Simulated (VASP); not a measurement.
## LiF: single point with PBE

Sheet: LiF, a sheet with vacuum.

```
Li F
1.0
     2.69581    0.00000    0.00000
     0.00000    2.69581    0.00000
     0.00000    0.00000   23.80000
Li F
1 1
Direct
  0.50000 0.50000 0.29412
  0.00000 0.00000 0.29412
```

```
Program             : VASP 6.6.1
Task                : single point
Functional          : PBE
Potentials or basis : VASP PAW PBE potentials, release 64 (Li_sv, F)
Cutoff              : 650 eV
k mesh              : 8 × 8 × 1
Occupations         : gaussian, width 0.02 eV
Spin                : no spin polarisation
```

```
Band gap on the k mesh : 6.23 eV, indirect (least direct gap 6.59 eV)
```

Levels at points of the mesh, in eV from the valence-band top:
```
           k point  band 1  band 2  band 3  band 4  band 5  band 6  band 7  band 8  band 9  band 10
(0.00, 0.00, 0.00)  -41.24  -19.61   -1.40   -0.36   -0.36    6.23    6.86    7.30    7.77     8.16
(0.50, 0.00, 0.00)  -41.20  -19.46   -2.04   -0.67    0.00   10.14   10.90   11.49   12.02    12.44
(0.50, 0.50, 0.00)  -41.17  -19.09   -2.34   -2.34   -0.25   14.70   15.45   15.77   15.77    15.85
```

Wall time 32 s on 1 thread of Intel(R) Xeon(R) 6975P-C (Granite Rapids) (shared host), peak memory 0.32 GiB.
